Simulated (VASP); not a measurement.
Write the native input for VASP 6.6.1 that does the following.

```
Task                   : single point
Functional             : r2SCAN
Potentials or basis    : VASP PAW PBE potentials, release 64 (Ru_pv, Ir)
Cutoff                 : 520 eV
k mesh                 : 10 × 10 × 10
Occupations            : fermi-dirac, width 0.1 eV
Spin                   : no spin polarisation
Dipole correction      : no
Further INCAR settings : ALGO = Normal; EDIFF = 1e-06; NBANDS = 18
```

The system is IrRu.

```
Ru Ir
1.0
     1.34814    0.77835    4.42578
    -1.34814    0.77835    4.42578
     0.00000   -1.55670    4.42578
Ru Ir
1 1
Direct
  0.50000 0.50000 0.50000
  0.00000 0.00000 0.00000
```

One way to write it, as run:

POSCAR

```
IrRu
1.0
    1.3481429100      0.7783506700      4.4257826300
   -1.3481429100      0.7783506700      4.4257826300
    0.0000000000     -1.5567013400      4.4257826300
Ru Ir
1 1
Direct
    0.5000000000      0.5000000000      0.5000000000
    0.0000000000      0.0000000000      0.0000000000
```

INCAR.step1

```
PREC = Accurate ; ENCUT = 520
ISMEAR = -1 ; SIGMA = 0.1
LREAL = F ; LASPH = T
NELM = 100 ; NBANDS = 18
GGA = PE ; ALGO = Normal
EDIFF = 1E-4 ; LWAVE = T
LCHARG = F
```

INCAR.step2

```
PREC = Accurate ; ENCUT = 520
EDIFF = 1E-6 ; ISMEAR = -1
SIGMA = 0.1 ; LREAL = F
LASPH = T ; NELM = 100
ALGO = Normal ; ISIF = 2
LWAVE = F ; LCHARG = F
METAGGA = R2SCAN ; LMIXTAU = T
NBANDS = 18 ; ISTART = 1
```

KPOINTS

```
regular mesh
0
Gamma
  10 10 10
```

Potentials or basis: VASP PAW PBE potentials, release 64 (Ru_pv, Ir).

The run is started by

```bash
$ cat potpaw_PBE.64/Ru_pv/POTCAR potpaw_PBE.64/Ir/POTCAR > POTCAR
$ cp INCAR.step1 INCAR
$ mpirun -np 1 vasp_std > vasp.out
$ cp INCAR.step2 INCAR
$ mpirun -np 1 vasp_std > vasp.out
```

Results of the run:

```
Pressure : 0.1 GPa
```

Caveat: the PAW data sets were made with another functional, which shifts forces and pressure a little.

Run time: 18 min on 1 thread of AMD EPYC 7R13, with other jobs on the host, peak memory 0.24 GiB.
